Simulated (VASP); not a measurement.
A run of VASP 6.6.1 is set up as follows.

Contents of INCAR:

```
SYSTEM = CdHg3S4
PREC = Accurate ; ENCUT = 520
EDIFF = 1E-7 ; ISMEAR = 0
SIGMA = 0.1 ; LREAL = .FALSE.
LASPH = .TRUE. ; NELM = 80
ALGO = Normal ; ISIF = 2
LWAVE = .FALSE. ; LCHARG = .FALSE.
GGA = PE ; NBANDS = 46
```

File KPOINTS:

```
Automatic mesh
0
G
  6 6 2
  0 0 0
```

File POSCAR:

```
CdHg3S4
1.0
    4.1377092100      0.0000000000      0.0000000000
   -2.0688546000      3.5833612900      0.0000000000
    0.0000000000      0.0000000000     13.4579875100
Cd Hg S
1 3 4
Direct
    0.3333333300      0.6666666700      0.0001121800
    0.6666666700      0.3333333300      0.2501121800
    0.6666666700      0.3333333300      0.7501121800
    0.3333333300      0.6666666700      0.5001121800
    0.6666666700      0.3333333300      0.4383878100
    0.6666666700      0.3333333300      0.9383878100
    0.3333333300      0.6666666700      0.1883878100
    0.3333333300      0.6666666700      0.6883878100
```

Potentials or basis: VASP PAW PBE potentials, release 64 (Cd, Hg, S).

The run is started by

```sh
$ cat potpaw_PBE.64/Cd/POTCAR potpaw_PBE.64/Hg/POTCAR potpaw_PBE.64/S/POTCAR > POTCAR
$ mpirun -np 1 vasp_std > vasp.out
```

Question: What does it give for the pressure?

Answer: 4.4 GPa.

Question: What does it give for the band gap on the k mesh?

Answer: Zero (filled and empty bands touch).

Question: What does it give for the largest force?

Answer: 0.193 eV/Å.

Forces on the atoms (eV/Å):
```
Cd   0.000  0.000 -0.039
Hg   0.000  0.000 -0.021
Hg   0.000  0.000  0.019
Hg   0.000  0.000 -0.009
S    0.000  0.000  0.002
S    0.000  0.000  0.193
S    0.000  0.000 -0.138
S    0.000  0.000 -0.007
```

Caveat: spin-orbit coupling is left out, which moves the levels of the heavy elements.
